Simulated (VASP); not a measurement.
# Rb3LuBe2 (P-4m2) in VASP: notebook

Rb3LuBe2 is run at these levels: PBE; tasks: single point.

Program: VASP 6.6.1. These are calculated values, not measurements. Logs are shortened: lines on timing, memory, paths and dates and some standing lists are left out, and cuts for length are marked.

## Step 1: The cell of the first run

The structure is tetragonal, space group P-4m2 (No. 115). The conventional cell has a = 4.122 Å, b = 4.122 Å, c = 9.043 Å, α = 90.00°, β = 90.00°, γ = 90.00°. Within 3.8 Å of Rb (site symmetry -4m2) lie 4 Lu at 2.91 Å and 4 Be at 3.15 Å. Rb (site symmetry 2mm) has 5 Be at 3.09 to 3.25 Å and 6 Rb at 3.66 to 3.99 Å and 2 Lu at 3.99 Å within 4.1 Å. Within 3.8 Å of Lu (site symmetry -4m2) lie 4 Rb at 2.91 Å and 4 Be at 3.15 Å. Be (site symmetry 2mm) has 7 Rb at 3.09 to 3.25 Å and 2 Lu at 3.15 Å within 4.1 Å.

## Step 2: Single point, PBE

Input file INCAR:

```
SYSTEM = Rb3LuBe2
ALGO = Normal
EDIFF = 1E-6
ENCUT = 520
GGA = PE
ISIF = 2
ISMEAR = 0
LASPH = .True.
LCHARG = .True.
LELF = .True.
LREAL = .False.
LVHAR = .True.
LWAVE = .False.
NBANDS = 37
NELM = 80
PREC = Accurate
SIGMA = 0.1
```

Input file KPOINTS:

```
k-points
0
Gamma
  4 4 2
  0 0 0
```

Input file POSCAR:

```
Rb3LuBe2
1.0
    4.1222192800      0.0000000000      0.0000000000
    0.0000000000      4.1222192800      0.0000000000
    0.0000000000      0.0000000000      9.0427963000
Rb Lu Be
3 1 2
Direct
    0.5000000000      0.5000000000      0.0000000000
    0.0000000000      0.5000000000      0.3774000100
    0.5000000000      0.0000000000      0.6225999900
    0.0000000000      0.0000000000      0.0000000000
    0.0000000000      0.5000000000      0.7372320300
    0.5000000000      0.0000000000      0.2627679700
```

Potentials or basis: VASP PAW PBE potentials, release 64 (Rb_sv, Lu, Be).

Command:

```console
> cat potpaw_PBE.64/Rb_sv/POTCAR potpaw_PBE.64/Lu/POTCAR potpaw_PBE.64/Be/POTCAR > POTCAR
> mpirun -np 1 vasp_std > vasp.out
```

OUTCAR:

```text
SYSTEM = Rb3LuBe2
   EDIFF = 1E-6
   ENCUT = 520
   GGA = PE
   ISIF = 2
   ISMEAR = 0
   LASPH = .True.
   LREAL = .False.
   NELM = 80
   PREC = Accurate

 ion  position               nearest neighbor table
   1  0.500  0.500  0.000-   4 2.91   4 2.91   4 2.91   4 2.91   6 3.15   6 3.15   5 3.15   5 3.15
                             2 3.99   3 3.99   3 3.99   2 3.99   2 5.73   2 5.73   3 5.73   2 5.73
   2  0.000  0.500  0.377-   6 3.09   6 3.09   6 3.09   6 3.09   5 3.25   3 3.66   3 3.66   3 3.66
                             3 3.66   1 3.99   4 3.99   4 3.99   1 3.99   1 5.73   1 5.73   1 5.73
   3  0.500  0.000  0.623-   5 3.09   5 3.09   5 3.09   5 3.09   6 3.25   2 3.66   2 3.66   2 3.66
                             2 3.66   4 3.99   1 3.99   4 3.99   1 3.99   1 5.73   1 5.73   1 5.73
   4  0.000  0.000  0.000-   1 2.91   1 2.91   1 2.91   1 2.91   2 3.99   3 3.99   3 3.99   2 3.99

   5  0.000  0.500  0.737-   3 3.09   3 3.09   3 3.09   3 3.09   1 3.15   1 3.15   2 3.25
   6  0.500  0.000  0.263-   2 3.09   2 3.09   2 3.09   2 3.09   1 3.15   1 3.15   3 3.25

  LATTYP: Found a simple tetragonal cell.
 ALAT       =     4.1222192800
 C/A-ratio  =     2.1936718272

  Lattice vectors:

 A1 = (   4.1222192800,   0.0000000000,   0.0000000000)
 A2 = (   0.0000000000,   4.1222192800,   0.0000000000)
 A3 = (   0.0000000000,   0.0000000000,   9.0427963000)

Analysis of symmetry for initial positions (statically):
=====================================================================
 Subroutine PRICEL returns:
 Original cell was already a primitive cell.

 Routine SETGRP: Setting up the symmetry group for a
 simple tetragonal supercell.

 Subroutine GETGRP returns: Found  8 space group operations
 (whereof  8 operations were pure point group operations)
 out of a pool of 16 trial point group operations.

The static configuration has the point symmetry D_2d.

Analysis of symmetry for dynamics (positions and initial velocities):
=====================================================================
 Subroutine PRICEL returns:
 Original cell was already a primitive cell.

 Routine SETGRP: Setting up the symmetry group for a
 simple tetragonal supercell.

 Subroutine GETGRP returns: Found  8 space group operations
 (whereof  8 operations were pure point group operations)
 out of a pool of 16 trial point group operations.

The dynamic configuration has the point symmetry D_2d.

 Subroutine INISYM returns: Found  8 space group operations
 (whereof  8 operations are pure point group operations),
 and found     1 'primitive' translations

----------------------------------------------------------------------------------------

                                     Primitive cell

  volume of cell :     153.6615

  direct lattice vectors                    reciprocal lattice vectors
     4.122219280  0.000000000  0.000000000     0.242587774  0.000000000  0.000000000
     0.000000000  4.122219280  0.000000000     0.000000000  0.242587774  0.000000000
     0.000000000  0.000000000  9.042796300     0.000000000  0.000000000  0.110585262

  length of vectors
     4.122219280  4.122219280  9.042796300     0.242587774  0.242587774  0.110585262

  position of ions in fractional coordinates (direct lattice)
     0.500000000  0.500000000  0.000000000
     0.000000000  0.500000000  0.377400010
     0.500000000  0.000000000  0.622599990
     0.000000000  0.000000000  0.000000000
     0.000000000  0.500000000  0.737232030
     0.500000000  0.000000000  0.262767970

  ion indices of the primitive-cell ions
   primitive index   ion index
                 1           1
                 2           2
                 3           3
                 4           4
                 5           5
                 6           6

----------------------------------------------------------------------------------------

 KPOINTS: k-points

Automatic generation of k-mesh.
 Grid dimensions read from file:
 generate k-points for:    4    4    2

 Generating k-lattice:

  Cartesian coordinates                     Fractional coordinates (reciprocal lattice)
     0.060646944  0.000000000  0.000000000     0.250000000  0.000000000  0.000000000
     0.000000000  0.060646944  0.000000000     0.000000000  0.250000000  0.000000000
     0.000000000  0.000000000  0.055292631     0.000000000  0.000000000  0.500000000

  Length of vectors
     0.060646944  0.060646944  0.055292631

  Shift w.r.t. Gamma in fractional coordinates (k-lattice)
     0.000000000  0.000000000  0.000000000

 Subroutine IBZKPT returns following result:
 ===========================================

 Found     12 irreducible k-points:

 Following reciprocal coordinates:
            Coordinates               Weight
  0.000000  0.000000  0.000000      1.000000
  0.250000  0.000000  0.000000      4.000000
  0.500000  0.000000  0.000000      2.000000
  0.250000  0.250000  0.000000      4.000000
  0.500000  0.250000  0.000000      4.000000
  0.500000  0.500000  0.000000      1.000000
  0.000000  0.000000  0.500000      1.000000
  0.250000  0.000000  0.500000      4.000000
  0.500000  0.000000  0.500000      2.000000
  0.250000  0.250000  0.500000      4.000000
  0.500000  0.250000  0.500000      4.000000
  0.500000  0.500000  0.500000      1.000000
   k-points           NKPTS =     12   k-points in BZ     NKDIM =     12   number of bands    NBANDS=     37
   number of dos      NEDOS =    301   number of ions     NIONS =      6
   total plane-waves  NPLWV =  71680
   dimension x,y,z NGX =    32 NGY =   32 NGZ =   70
   dimension x,y,z NGXF=    64 NGYF=   64 NGZF=  140
   ions per type =               3   1   2
   NGX,Y,Z   is equivalent  to a cutoff of  12.91, 12.91, 12.87 a.u.
   NGXF,Y,Z  is equivalent  to a cutoff of  25.81, 25.81, 25.74 a.u.
 SYSTEM =  Rb3LuBe2
   PREC   = accura    normal or accurate (medium, high low for compatibility)
   ISTART =      0    job   : 0-new  1-cont  2-samecut
   ICHARG =      2    charge: 1-file 2-atom 10-const
   ISPIN  =      1    spin polarized calculation?
   LNONCOLLINEAR =      F non collinear calculations
   LSORBIT =      F    spin-orbit coupling
   LASPH  =      T    aspherical Exc in radial PAW
   ENCUT  =  520.0 eV  38.22 Ry    6.18 a.u.   7.66  7.66 16.81*2*pi/ulx,y,z
   NELM   =     80;   NELMIN=  2; NELMDL= -5     # of ELM steps
   EDIFF  = 0.1E-05   stopping-criterion for ELM
   LREAL  =      F    real-space projection
   EDIFFG = 0.1E-04   stopping-criterion for IOM
   NSW    =      0    number of steps for IOM
   IBRION =     -1    ionic relax: 0-MD 1-quasi-New 2-CG
   NFREE  =      0    steps in history (QN), initial steepest desc. (CG)
   ISIF   =      2    stress and relaxation
   ISYM   =      2    0-nonsym 1-usesym 2-fastsym
   POTIM  = 0.5000    time-step for ionic-motion
   TEBEG  =    0.0;   TEEND  =   0.0 temperature during run
   PSTRESS=    0.0 pullay stress
   NELECT =      56.0000    total number of electrons
   NUPDOWN=      -1.0000    fix difference up-down
   EMIN   =  10.00;   EMAX   =-10.00  energy-range for DOS
   EFERMI =   0.00;   METHOD = LEGACY
   ISMEAR =     0;   SIGMA  =   0.10  broadening in eV -4-tet -1-fermi 0-gaus
   EFERMI_NEDOS =   21; number of points for ismear=-14 and -15
   IALGO  =     38    algorithm
   IMIX   =      4    mixing-type and parameters
     AMIX     =   0.40;   BMIX     =  1.00
     AMIX_MAG =   1.60;   BMIX_MAG =  1.00
  volume/ion in A,a.u.               =      25.61       172.83
  Fermi-wavevector in a.u.,A,eV,Ry     =   1.169363  2.209775 18.604727  1.367409
  Thomas-Fermi vector in A             =   2.305836
   LORBIT       =      0    0 simple, 1 ext, 2 COOP (PROOUT), +10 PAW based schemes
   GGA     = PE    functional components
   LHFCALC =     F    Hartree Fock is set to
   AEXX    =    0.0000 exact exchange contribution
   IVDW    =     0    specifies the selected vdW correction
   LEPSILON=     F    determine dielectric tensor
   LRPA    =     F    only Hartree local field effects (RPA)
 non-spin polarized calculation
 Gauss-broadening in eV      SIGMA  =   0.10
  energy-cutoff  :      520.00
  volume of cell :      153.66
 maximum number of plane-waves:      4148
 NGX is ok and might be reduce to    32
   NGX = 15   NGY = 15   NGZ = 33

 number of electron      56.0000007 magnetization

 Free energy of the ion-electron system (eV)
  ---------------------------------------------------
  ext. energy  EPLUGINS =         0.00000000
  ---------------------------------------------------
  free energy    TOTEN  =        -5.84382031 eV

  energy without entropy =       -5.81504226  energy(sigma->0) =       -5.82943129

 E-fermi :   2.9621     XC(G=0):  -9.0984

 val. band max:        2.9539252452   @ k =   0.5000   0.5000   0.0000
 cond. band min:       3.0202936355   @ k =   0.5000   0.2500   0.5000
 fundamental gap:      0.0663683903
 Fermi energy:         2.9621210400

 k-point     1 :       0.0000    0.0000    0.0000
  band No.  band energies     occupation
      1     -54.3093      2.00000
      2     -25.3110      2.00000
      3     -25.0842      2.00000
      4     -25.0842      2.00000
      5     -24.9861      2.00000
      6     -24.8605      2.00000
[... 29 lines left out ...]
     36       6.5360      0.00000
     37       6.8292      0.00000

 k-point     2 :       0.2500    0.0000    0.0000
  band No.  band energies     occupation
      1     -54.3089      2.00000
      2     -25.6187      2.00000
      3     -25.0775      2.00000
      4     -24.9540      2.00000
      5     -24.8612      2.00000
      6     -24.8161      2.00000
[... 29 lines left out ...]
     36       5.7191      0.00000
     37       6.2916      0.00000
[... 358 lines left out ...]
     36       5.5453      0.00000
     37       5.9292      0.00000

 k-point    12 :       0.5000    0.5000    0.5000
  band No.  band energies     occupation
      1     -54.3075      2.00000
      2     -25.2672      2.00000
      3     -25.1361      2.00000
      4     -25.1361      2.00000
      5     -24.8648      2.00000
      6     -24.8648      2.00000
[... 29 lines left out ...]
     36       5.9480      0.00000
     37       5.9841      0.00000

------------------------ aborting loop because EDIFF is reached ----------------------------------------

  FORCE on cell =-STRESS in cart. coord.  units (eV):
  Direction    XX          YY          ZZ          XY          YZ          ZX
  --------------------------------------------------------------------------------------
  -------------------------------------------------------------------------------------
  Total       12.8536734     12.8536734      4.6534272      0.0000000      0.0000000     -0.0000000
  in kB      134.0210184    134.0210184     48.5197524      0.0000000      0.0000000     -0.0000000
  external PRESSURE =     105.5205964 kB  Pullay stress =       0.0000000 kB

 VOLUME and BASIS-vectors are now :
 -----------------------------------------------------------------------------
  energy-cutoff  :      520.00
  volume of cell :      153.66
      direct lattice vectors                 reciprocal lattice vectors
     4.122219280  0.000000000  0.000000000     0.242587774  0.000000000  0.000000000
     0.000000000  4.122219280  0.000000000     0.000000000  0.242587774  0.000000000
     0.000000000  0.000000000  9.042796300     0.000000000  0.000000000  0.110585262

 POSITION                                       TOTAL-FORCE (eV/Angst)
 -----------------------------------------------------------------------------------
      2.06111      2.06111      0.00000         0.000000     -0.000000      0.000000
      0.00000      2.06111      3.41275        -0.000000     -0.000000      0.067637
      2.06111      0.00000      5.63004         0.000000     -0.000000     -0.067637
      0.00000      0.00000      0.00000         0.000000      0.000000      0.000000
      0.00000      2.06111      6.66664         0.000000     -0.000000      1.402140
      2.06111      0.00000      2.37616         0.000000     -0.000000     -1.402140
 -----------------------------------------------------------------------------------
    total drift:                                0.000000     -0.000000     -0.000000

  FREE ENERGIE OF THE ION-ELECTRON SYSTEM (eV)
  ---------------------------------------------------
  free  energy   TOTEN  =        -5.8438203108 eV

  energy  without entropy=       -5.8150422600  energy(sigma->0) =       -5.82943129
```

Run time: 35 s. Hardware: 1 thread of Intel Xeon 6975P-C (Granite Rapids), shared host; peak memory 0.29 GiB.

What came out:

- Free energy: -5.8438 eV
- Pressure: 10.6 GPa
- Largest force: 1.402 eV/Å
- Band gap on the k mesh: zero (band 28 reaches 3.34 eV, above the bottom of band 29 at 2.69 eV)

Forces in eV/Å, atoms in the order of the input:
```
Rb   0.000  0.000  0.000
Rb   0.000  0.000  0.068
Rb   0.000  0.000 -0.068
Lu   0.000  0.000  0.000
Be   0.000  0.000  1.402
Be   0.000  0.000 -1.402
```

Stress tensor (GPa, compression positive):
```
13.40  0.00  0.00
 0.00 13.40  0.00
 0.00  0.00  4.85
```

Caveat: the k points lie up to 0.38 Å⁻¹ apart; spin-orbit coupling is left out, which moves the levels of the heavy elements; forces of over 1 eV/Å act on the atoms, so gaps and moduli don't describe the material at rest.

## Step 3: Single point, PBE

This run uses another cell than the first one, of 40.80 Å³/atom, 1.593 times its volume.

Input file INCAR:

```
PREC = Accurate
ENCUT = 520
EDIFF = 1E-6
ISMEAR = 0
SIGMA = 0.1
LREAL = False
LASPH = True
NELM = 60
ALGO = Normal
ISIF = 2
LWAVE = False
LCHARG = True
GGA = PE
LELF = True
LVHAR = True
NBANDS = 37
```

Input file KPOINTS:

```
Automatic mesh
0
Gamma
  4 4 2
```

Input file POSCAR:

```
Rb3LuBe2
1.0
    5.3446162852      0.0000000000      0.0000000000
    0.0000000000      5.3446162852      0.0000000000
    0.0000000000      0.0000000000      8.5702909539
Rb Lu Be
3 1 2
Direct
    0.5000000000      0.5000000000      0.0000000000
    0.0000000000      0.5000000000      0.3742511440
    0.5000000000      0.0000000000      0.6257488560
    0.0000000000      0.0000000000      0.0000000000
    0.0000000000      0.5000000000      0.8203561862
    0.5000000000      0.0000000000      0.1796438138
```

Potentials or basis: VASP PAW PBE potentials, release 64 (Rb_sv, Lu, Be).

Command:

```console
> cat potpaw_PBE.64/Rb_sv/POTCAR potpaw_PBE.64/Lu/POTCAR potpaw_PBE.64/Be/POTCAR > POTCAR
> mpirun -np 1 vasp_std > vasp.out
```

Wall time 54 s (1 thread of Intel Xeon 6975P-C (Granite Rapids), shared host); peak memory 0.37 GiB.

The run converged. Its results:

```yaml
Free_energy: -9.4515 eV
Pressure: 0.1 GPa
Largest_force: 0.022 eV/Å
Band_gap_on_the_k_mesh: zero (band 28 reaches 0.98 eV, above the bottom of band 29 at 0.81 eV)
```

Forces on the atoms (eV/Å):
```
Rb   0.000  0.000  0.000
Rb   0.000  0.000  0.004
Rb   0.000  0.000 -0.004
Lu   0.000  0.000  0.000
Be   0.000  0.000  0.022
Be   0.000  0.000 -0.022
```

Levels at points of the mesh, in eV from the Fermi level:
| k point | band 24 | band 25 | band 26 | band 27 | band 28 | band 29 | band 30 | band 31 | band 32 | band 33 |
| --- | --- | --- | --- | --- | --- | --- | --- | --- | --- | --- |
| (0.00, 0.00, 0.00) | -4.38 | -2.67 | -1.24 | -0.52 | 0.02 | 0.02 | 1.07 | 1.10 | 1.10 | 1.14 |
| (0.50, 0.00, 0.00) | -3.23 | -2.88 | -1.20 | -0.43 | -0.03 | 0.09 | 0.21 | 0.88 | 1.10 | 1.95 |
| (0.50, 0.50, 0.00) | -2.43 | -2.43 | -2.28 | -0.63 | 0.01 | 0.65 | 0.65 | 0.92 | 0.92 | 1.10 |
| (0.00, 0.00, 0.50) | -4.24 | -2.90 | -1.21 | -0.59 | 0.07 | 0.07 | 1.04 | 1.04 | 1.15 | 1.43 |
| (0.50, 0.00, 0.50) | -3.16 | -2.81 | -1.49 | -0.83 | 0.06 | 0.11 | 0.65 | 0.87 | 1.44 | 1.48 |
| (0.50, 0.50, 0.50) | -2.42 | -2.42 | -2.30 | -0.65 | 0.01 | 0.20 | 0.20 | 0.93 | 1.47 | 1.55 |

Caveat: the k points lie up to 0.37 Å⁻¹ apart; spin-orbit coupling is left out, which moves the levels of the heavy elements.
